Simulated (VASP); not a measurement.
# Bi (R-3m) in VASP: single point with LDA

Aim: the single point of Bi with LDA.

Program: VASP 6.6.1. These are calculated values, not measurements. Logs are shortened: lines on timing, memory, paths and dates and some standing lists are left out, and cuts for length are marked.

## 1. The cell of the first run

The structure is trigonal, space group R-3m (No. 166). The conventional cell has a = 4.535 Å, b = 4.535 Å, c = 11.814 Å, α = 90.00°, β = 90.00°, γ = 120.00°. Bi (site symmetry 3m) has 6 Bi at 3.06 to 3.52 Å within 4.0 Å.

## 2. Single point, LDA

Input file INCAR:

```
PREC = Accurate
ENCUT = 500
EDIFF = 1E-6
ISMEAR = -1
SIGMA = 0.05
LREAL = False
LASPH = True
NELM = 120
ALGO = Normal
ISIF = 2
LWAVE = False
LCHARG = False
NBANDS = 22
GGA_COMPAT = False
```

Input file KPOINTS:

```
regular mesh
0
Gamma
  6 6 6
```

Input file POSCAR:

```
Bi
1.0
    4.7289800000      0.0000000000      0.0000000000
    2.5544918684      3.9796762600      0.0000000000
    2.5544918684      1.3957698785      3.7268820186
Bi
2
Direct
    0.2340000000      0.2340000000      0.2340000000
    0.7660000000      0.7660000000      0.7660000000
```

Potentials or basis: VASP PAW LDA potentials, release 64 (Bi_d).

Command:

```console
$ cat potpaw_LDA.64/Bi_d/POTCAR > POTCAR
$ mpirun -np 1 vasp_std > vasp.out
```

OUTCAR:

```text
PREC = Accurate
   ENCUT = 500
   EDIFF = 1E-6
   ISMEAR = -1
   LREAL = False
   LASPH = True
   NELM = 120
   ISIF = 2

 ion  position               nearest neighbor table
   1  0.234  0.234  0.234-   2 3.06   2 3.06   2 3.06   2 3.52   2 3.52   2 3.52
   2  0.766  0.766  0.766-   1 3.06   1 3.06   1 3.06   1 3.52   1 3.52   1 3.52

  LATTYP: Found a trigonal (rhomboedric) cell.
 ALAT       =     4.7289800000
 COS(alpha) =     0.5401781924

  Lattice vectors:

 A1 = (   4.7289800000,   0.0000000000,   0.0000000000)
 A2 = (   2.5544918684,   3.9796762600,   0.0000000000)
 A3 = (   2.5544918684,   1.3957698785,   3.7268820186)

Analysis of symmetry for initial positions (statically):
=====================================================================
 Subroutine PRICEL returns:
 Original cell was already a primitive cell.

 Routine SETGRP: Setting up the symmetry group for a
 trigonal (rhombohedral) supercell.

 Subroutine GETGRP returns: Found 12 space group operations
 (whereof 12 operations were pure point group operations)
 out of a pool of 12 trial point group operations.

The static configuration has the point symmetry D_3d.

Analysis of symmetry for dynamics (positions and initial velocities):
=====================================================================
 Subroutine PRICEL returns:
 Original cell was already a primitive cell.

 Routine SETGRP: Setting up the symmetry group for a
 trigonal (rhombohedral) supercell.

 Subroutine GETGRP returns: Found 12 space group operations
 (whereof 12 operations were pure point group operations)
 out of a pool of 12 trial point group operations.

The dynamic configuration has the point symmetry D_3d.

 Subroutine INISYM returns: Found 12 space group operations
 (whereof 12 operations are pure point group operations),
 and found     1 'primitive' translations

----------------------------------------------------------------------------------------

                                     Primitive cell

  volume of cell :      70.1392

  direct lattice vectors                    reciprocal lattice vectors
     4.728980000  0.000000000  0.000000000     0.211462091 -0.135734205 -0.094106676
     2.554491868  3.979676260  0.000000000     0.000000000  0.251276721 -0.094106676
     2.554491868  1.395769878  3.726882019     0.000000000  0.000000000  0.268320809

  length of vectors
     4.728980000  4.728980000  4.728980000     0.268320809  0.268320809  0.268320809

  position of ions in fractional coordinates (direct lattice)
     0.234000000  0.234000000  0.234000000
     0.766000000  0.766000000  0.766000000

  ion indices of the primitive-cell ions
   primitive index   ion index
                 1           1
                 2           2

----------------------------------------------------------------------------------------

 KPOINTS: regular mesh

Automatic generation of k-mesh.
 Grid dimensions read from file:
 generate k-points for:    6    6    6

 Generating k-lattice:

  Cartesian coordinates                     Fractional coordinates (reciprocal lattice)
     0.035243682 -0.022622367 -0.015684446     0.166666667 -0.000000000 -0.000000000
     0.000000000  0.041879453 -0.015684446     0.000000000  0.166666667 -0.000000000
     0.000000000  0.000000000  0.044720135     0.000000000  0.000000000  0.166666667

  Length of vectors
     0.044720135  0.044720135  0.044720135

  Shift w.r.t. Gamma in fractional coordinates (k-lattice)
     0.000000000  0.000000000  0.000000000

 Subroutine IBZKPT returns following result:
 ===========================================

 Found     32 irreducible k-points:

 Following reciprocal coordinates:
            Coordinates               Weight
  0.000000  0.000000  0.000000      1.000000
  0.166667 -0.000000 -0.000000      6.000000
  0.333333  0.000000 -0.000000      6.000000
  0.500000  0.000000 -0.000000      3.000000
  0.166667  0.166667 -0.000000      6.000000
  0.333333  0.166667  0.000000     12.000000
[... 16 lines left out ...]
  0.500000  0.500000  0.166667      6.000000
 -0.333333  0.500000  0.166667     12.000000
 [... further k-points ...]
   k-points           NKPTS =     32   k-points in BZ     NKDIM =     32   number of bands    NBANDS=     22
   number of dos      NEDOS =    301   number of ions     NIONS =      2
   total plane-waves  NPLWV =  46656
   dimension x,y,z NGX =    36 NGY =   36 NGZ =   36
   dimension x,y,z NGXF=    72 NGYF=   72 NGZF=   72
   ions per type =               2
   NGX,Y,Z   is equivalent  to a cutoff of  12.66, 12.66, 12.66 a.u.
   NGXF,Y,Z  is equivalent  to a cutoff of  25.31, 25.31, 25.31 a.u.
 SYSTEM =  unknown system
   PREC   = accura    normal or accurate (medium, high low for compatibility)
   ISTART =      0    job   : 0-new  1-cont  2-samecut
   ICHARG =      2    charge: 1-file 2-atom 10-const
   ISPIN  =      1    spin polarized calculation?
   LNONCOLLINEAR =      F non collinear calculations
   LSORBIT =      F    spin-orbit coupling
   LASPH  =      T    aspherical Exc in radial PAW
   ENCUT  =  500.0 eV  36.75 Ry    6.06 a.u.   8.62  8.62  8.62*2*pi/ulx,y,z
   NELM   =    120;   NELMIN=  2; NELMDL= -5     # of ELM steps
   EDIFF  = 0.1E-05   stopping-criterion for ELM
   LREAL  =      F    real-space projection
   EDIFFG = 0.1E-04   stopping-criterion for IOM
   NSW    =      0    number of steps for IOM
   IBRION =     -1    ionic relax: 0-MD 1-quasi-New 2-CG
   NFREE  =      0    steps in history (QN), initial steepest desc. (CG)
   ISIF   =      2    stress and relaxation
   ISYM   =      2    0-nonsym 1-usesym 2-fastsym
   POTIM  = 0.5000    time-step for ionic-motion
   TEBEG  =    0.0;   TEEND  =   0.0 temperature during run
   PSTRESS=    0.0 pullay stress
   NELECT =      30.0000    total number of electrons
   NUPDOWN=      -1.0000    fix difference up-down
   EMIN   =  10.00;   EMAX   =-10.00  energy-range for DOS
   EFERMI =   0.00;   METHOD = LEGACY
   ISMEAR =    -1;   SIGMA  =   0.05  broadening in eV -4-tet -1-fermi 0-gaus
   EFERMI_NEDOS =   21; number of points for ismear=-14 and -15
   IALGO  =     38    algorithm
   IMIX   =      4    mixing-type and parameters
     AMIX     =   0.40;   BMIX     =  1.00
     AMIX_MAG =   1.60;   BMIX_MAG =  1.00
  volume/ion in A,a.u.               =      35.07       236.66
  Fermi-wavevector in a.u.,A,eV,Ry     =   1.233469  2.330919 20.700532  1.521446
  Thomas-Fermi vector in A             =   2.368198
   LORBIT       =      0    0 simple, 1 ext, 2 COOP (PROOUT), +10 PAW based schemes
   GGA     = CA    functional components
   LHFCALC =     F    Hartree Fock is set to
   AEXX    =    0.0000 exact exchange contribution
   IVDW    =     0    specifies the selected vdW correction
   LEPSILON=     F    determine dielectric tensor
   LRPA    =     F    only Hartree local field effects (RPA)
 non-spin polarized calculation
  energy-cutoff  :      500.00
  volume of cell :       70.14
 maximum number of plane-waves:      1808
 NGX is ok and might be reduce to    36
   NGX = 17   NGY = 17   NGZ = 17

 number of electron      30.0000003 magnetization

 Free energy of the ion-electron system (eV)
  ---------------------------------------------------
  ext. energy  EPLUGINS =         0.00000000
  ---------------------------------------------------
  free energy    TOTEN  =        -9.13484126 eV

  energy without entropy =       -9.13140651  energy(sigma->0) =       -9.13312389

 E-fermi :   6.0447     XC(G=0):  -9.8138

 val. band max:        6.0080886254   @ k =  -0.3333   0.5000   0.3333
 cond. band min:       6.6377898144   @ k =   0.3333   0.1667   0.1667
 fundamental gap:      0.6297011890
 Fermi energy:         6.0446960130

 k-point     1 :       0.0000    0.0000    0.0000
  band No.  band energies     occupation
      1     -16.7620      2.00000
      2     -16.7620      2.00000
      3     -16.6055      2.00000
      4     -16.6055      2.00000
      5     -16.5888      2.00000
      6     -16.4168      2.00000
[... 14 lines left out ...]
     21      11.9308      0.00000
     22      12.2476      0.00000

 k-point     2 :       0.1667   -0.0000   -0.0000
  band No.  band energies     occupation
      1     -16.7420      2.00000
      2     -16.7360      2.00000
      3     -16.5968      2.00000
      4     -16.5899      2.00000
      5     -16.5749      2.00000
      6     -16.4306      2.00000
[... 14 lines left out ...]
     21      12.2778      0.00000
     22      14.0589      0.00000

 k-point     3 :       0.3333    0.0000   -0.0000
  band No.  band energies     occupation
      1     -16.6940      2.00000
      2     -16.6657      2.00000
      3     -16.5794      2.00000
      4     -16.5496      2.00000
      5     -16.5354      2.00000
      6     -16.4755      2.00000
[... 14 lines left out ...]
     21      13.6575      0.00000
     22      16.4196      0.00000

 k-point     4 :       0.5000    0.0000   -0.0000
  band No.  band energies     occupation
      1     -16.6623      2.00000
      2     -16.5914      2.00000
      3     -16.5686      2.00000
      4     -16.5481      2.00000
      5     -16.5088      2.00000
      6     -16.4933      2.00000
[... 14 lines left out ...]
     21      15.2112      0.00000
     22      15.4908      0.00000

 k-point     5 :       0.1667    0.1667   -0.0000
  band No.  band energies     occupation
      1     -16.7586      2.00000
      2     -16.7106      2.00000
      3     -16.6052      2.00000
      4     -16.5822      2.00000
      5     -16.5686      2.00000
      6     -16.4361      2.00000
[... 14 lines left out ...]
     21      12.9738      0.00000
     22      13.1304      0.00000

 k-point     6 :       0.3333    0.1667    0.0000
  band No.  band energies     occupation
      1     -16.7341      2.00000
      2     -16.6549      2.00000
      3     -16.5916      2.00000
      4     -16.5635      2.00000
      5     -16.5352      2.00000
      6     -16.4705      2.00000
[... 14 lines left out ...]
     21      14.1631      0.00000
     22      15.0146      0.00000

 k-point     7 :       0.5000    0.1667    0.0000
  band No.  band energies     occupation
      1     -16.6907      2.00000
      2     -16.6024      2.00000
      3     -16.5606      2.00000
      4     -16.5472      2.00000
      5     -16.5181      2.00000
      6     -16.4920      2.00000
[... 324 lines left out ...]
      6     -16.4689      2.00000
[... 14 lines left out ...]
     21      14.5594      0.00000
     22      15.1725      0.00000

 k-point    21 :      -0.3333    0.3333    0.1667
  band No.  band energies     occupation
      1     -16.6983      2.00000
      2     -16.6240      2.00000
      3     -16.5713      2.00000
      4     -16.5470      2.00000
      5     -16.5048      2.00000
      6     -16.4917      2.00000
[... 14 lines left out ...]
     21      15.8859      0.00000
     22      16.1461      0.00000

 k-point    22 :      -0.1667    0.3333    0.1667
  band No.  band energies     occupation
      1     -16.7221      2.00000
      2     -16.5956      2.00000
      3     -16.5810      2.00000
      4     -16.5428      2.00000
      5     -16.5193      2.00000
      6     -16.4911      2.00000
[... 14 lines left out ...]
     21      14.6082      0.00000
     22      15.3248      0.00000

 k-point    23 :       0.5000    0.5000    0.1667
  band No.  band energies     occupation
      1     -16.7316      2.00000
      2     -16.6304      2.00000
      3     -16.6035      2.00000
      4     -16.5315      2.00000
      5     -16.5224      2.00000
      6     -16.4725      2.00000
[... 14 lines left out ...]
     21      15.5024      0.00000
     22      16.3956      0.00000

 k-point    24 :      -0.3333    0.5000    0.1667
  band No.  band energies     occupation
      1     -16.7199      2.00000
      2     -16.6247      2.00000
      3     -16.5889      2.00000
      4     -16.5384      2.00000
      5     -16.5015      2.00000
      6     -16.4898      2.00000
[... 14 lines left out ...]
     21      16.1173      0.00000
     22      16.4655      0.00000

 [... further k-points ...]
[... 5 lines left out ...]
  --------------------------------------------------------------------------------------
  -------------------------------------------------------------------------------------
  Total       -0.6024111     -0.6351949     -0.6424411      0.0255371      0.0096741      0.0177053
  in kB      -13.7607680    -14.5096419    -14.6751657      0.5833402      0.2209848      0.4044390
  external PRESSURE =     -14.3151919 kB  Pullay stress =       0.0000000 kB

 VOLUME and BASIS-vectors are now :
 -----------------------------------------------------------------------------
  energy-cutoff  :      500.00
  volume of cell :       70.14
      direct lattice vectors                 reciprocal lattice vectors
     4.728980000  0.000000000  0.000000000     0.211462091 -0.135734205 -0.094106676
     2.554491868  3.979676260  0.000000000     0.000000000  0.251276721 -0.094106676
     2.554491868  1.395769878  3.726882019     0.000000000  0.000000000  0.268320809

 POSITION                                       TOTAL-FORCE (eV/Angst)
 -----------------------------------------------------------------------------------
      2.30208      1.25785      0.87209        -0.010712     -0.005853     -0.004058
      7.53588      4.11759      2.85479         0.010712      0.005853      0.004058
 -----------------------------------------------------------------------------------
    total drift:                               -0.000000     -0.000000     -0.000000

  FREE ENERGIE OF THE ION-ELECTRON SYSTEM (eV)
  ---------------------------------------------------
  free  energy   TOTEN  =        -9.1348412641 eV

  energy  without entropy=       -9.1314065093  energy(sigma->0) =       -9.13312389
```

It took 57 s on 1 thread of Intel Xeon 8259CL, shared host; peak memory 0.18 GiB.

Results:

- Free energy: -9.1348 eV
- Pressure: -1.4 GPa
- Largest force: 0.013 eV/Å
- Band gap on the k mesh: zero (band 15 reaches 6.01 eV, above the bottom of band 16 at 5.86 eV)

Forces in eV/Å, atoms in the order of the input:
```
Bi  -0.011 -0.006 -0.004
Bi   0.011  0.006  0.004
```

Stress tensor (GPa, compression positive):
```
-1.38  0.06  0.04
 0.06 -1.45  0.02
 0.04  0.02 -1.47
```

Caveat: spin-orbit coupling is left out, which moves the levels of the heavy elements.
